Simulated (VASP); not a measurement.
Wanted: the native input for a VASP 6.6.1 run.

* Task: single point
* Functional: LDA
* Potentials or basis: VASP PAW LDA potentials, release 64 (Al)
* Cutoff: 520 eV
* k mesh: 9 × 9 × 3
* Occupations: methfessel-paxton, width 0.1 eV
* Spin: no spin polarisation
* Dipole correction: no
* Further INCAR settings: ALGO = Normal; EDIFF = 1e-06; NBANDS = 14

The structure of Al lies in POSCAR:

```
Al
1.0
    2.7545556534      0.0000000000      0.0000000000
   -1.3772778267      2.3855151742      0.0000000000
    0.0000000000      0.0000000000      8.9503501194
Al
4
Direct
    0.0000000000      0.0000000000      0.0000000000
    0.3333333333      0.6666666667      0.2500000000
    0.0000000000      0.0000000000      0.5000000000
    0.6666666667      0.3333333333      0.7500000000
```

The input as run:

INCAR

```
SYSTEM = Al
PREC = Accurate
ENCUT = 520
EDIFF = 1E-6
ISMEAR = 1
SIGMA = 0.1
LREAL = .FALSE.
LASPH = .TRUE.
NELM = 60
ALGO = Normal
ISIF = 2
LWAVE = .FALSE.
LCHARG = .FALSE.
NBANDS = 14
```

KPOINTS

```
regular mesh
0
G
  9 9 3
  0 0 0
```

Potentials or basis: VASP PAW LDA potentials, release 64 (Al).

The run is started by

```sh
$ cat potpaw_LDA.64/Al/POTCAR > POTCAR
$ mpirun -np 1 vasp_std > vasp.out
```

Results of the run:

The pressure is 7.2 GPa. The band gap on the k mesh is zero (band 6 reaches 13.21 eV, above the bottom of band 7 at 7.62 eV).

It took 27 s on 1 thread of AMD EPYC 7R13 (shared host), peak memory 0.11 GiB.
